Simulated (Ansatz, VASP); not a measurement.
# One calculation of MgO, two programs

```xyz
2
Lattice="0.0000 2.1351 2.1351 2.1351 0.0000 2.1351 2.1351 2.1351 0.0000" Properties=species:S:1:pos:R:3 pbc="T T T"
Mg    0.0000    0.0000    0.0000
O     2.1793    2.1793    2.1351
```

Change from the starting cell: all O atoms moved +0.062 Å, as atom 2 along Cartesian [1 1 0].

Alike in both runs: task single point; functional PBE; k mesh 10 × 10 × 10; occupations gaussian, width 0.05 eV; no spin polarisation.

```csv
,VASP,Ansatz
version,VASP 6.6.1,Ansatz 0.2.0
potentials or method,"VASP PAW PBE potentials, release 64 (Mg_sv, O), cutoff 840 eV","scalar-relativistic, plane waves, PAW"
valence electrons in the cell,16,16
```

Ansatz gave:

```
gap on the k mesh at the Fermi level (eV)                     : 4.35
least direct gap on the mesh (eV)                             : 4.35
pressure (GPa)                                                : -1.4
traceless stress, the component that is largest in VASP (GPa) : -0.40
rms of the force components (eV/Å)                            : 0.161
```

Task: Estimate VASP's values.

Result: gap on the k mesh at the Fermi level (eV): 4.35; least direct gap on the mesh (eV): 4.35; pressure (GPa): -1.3; traceless stress, the component that is largest in VASP (GPa): -0.40; rms of the force components (eV/Å): 0.165.

Atom by atom the forces differ by 0.004 eV/Å (rms over components).
